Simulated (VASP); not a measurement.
# AlGa3N4: relaxation of cell and atoms with PBEsol

AlGa3N4:

```
Al Ga N
1.0
     4.48207    0.00000    0.00000
     0.00000    4.48207    0.00000
     0.00000    0.00000    4.48207
Al Ga N
1 3 4
Cartesian
  0.0000 0.0000 0.0000
  2.2410 2.2410 0.0000
  2.2410 0.0000 2.2410
  0.0000 2.2410 2.2410
  3.3841 3.3841 1.0980
  3.3841 1.0980 3.3841
  1.0980 3.3841 3.3841
  1.0980 1.0980 1.0980
```

* Program: VASP 6.6.1
* Task: relaxation of cell and atoms
* Functional: PBEsol
* Potentials or basis: VASP PAW PBE potentials, release 64 (Al, Ga_d, N)
* Cutoff: 600 eV
* k mesh: 6 × 6 × 6
* Occupations: gaussian, width 0.02 eV
* Spin: no spin polarisation
* Target pressure: -1 GPa
* Dipole correction: no
* Further INCAR settings: ALGO = Normal; EDIFF = 1e-07; IBRION = 2; EDIFFG = -0.008; NSW = 70; ISIF = 3

```json
{"Relaxed volume": "11.19 Å³/atom", "Relaxed cell": "a = 4.473 Å, b = 4.473 Å, c = 4.473 Å, α = 90.00°, β = 90.00°, γ = 90.00°", "Space group after relaxing (to 0.05 Å)": "P-43m (No. 215)", "Energy change on relaxing (the enthalpy is what falls)": "-0.7 meV/atom", "Ionic steps": "3", "Pressure after relaxing": "-1.0 GPa", "Largest force after relaxing": "0.004 eV/Å", "Band gap on the k mesh": "2.28 eV, direct"}
```

Forces in eV/Å, atoms in the order of the input:
```
Al   0.000  0.000  0.000
Ga   0.000  0.000  0.000
Ga   0.000  0.000  0.000
Ga   0.000  0.000  0.000
N   -0.002 -0.002  0.002
N   -0.002  0.002 -0.002
N    0.002 -0.002 -0.002
N    0.002  0.002  0.002
```

Step by step:
```
step  energy change (eV)  largest force (eV/Å)  pressure (GPa)  volume (Å³)
   1              0.0000                0.0094           -2.16        90.04
   2             -0.0069                0.0019            0.05        88.98
   3             -0.0054                0.0037           -1.01        89.49
```

Final structure:
```
CELL_PARAMETERS angstrom
4.47299 0.00000 0.00000
0.00000 4.47299 0.00000
0.00000 0.00000 4.47299
ATOMIC_POSITIONS crystal
Al 0.00000 0.00000 0.00000
Ga 0.50000 0.50000 0.00000
Ga 0.50000 0.00000 0.50000
Ga 0.00000 0.50000 0.50000
N 0.75500 0.75500 0.24500
N 0.75500 0.24500 0.75500
N 0.24500 0.75500 0.75500
N 0.24500 0.24500 0.24500
```

Levels at points of the mesh, in eV from the valence-band top:
```tsv
k point	band 29	band 30	band 31	band 32	band 33	band 34
(0.00, 0.00, 0.00)	0.00	0.00	0.00	2.28	3.33	3.33
(0.50, 0.00, 0.00)	-1.48	-1.20	-1.20	4.83	4.93	6.13
(0.50, 0.50, 0.00)	-0.94	-0.94	-0.63	6.64	6.81	6.81
(0.50, 0.50, 0.50)	-0.68	-0.68	-0.68	4.90	4.90	4.90
```

Wall time 6.8 min on 1 thread of AMD EPYC 7R13 (shared host), peak memory 0.22 GiB.

Caveat: the cell is relaxed towards a set pressure, so the enthalpy falls and the energy may rise; the PAW data sets were made with another functional, which shifts forces and pressure a little. A hybrid or GW would open this gap; PBEsol tends to underestimate it.
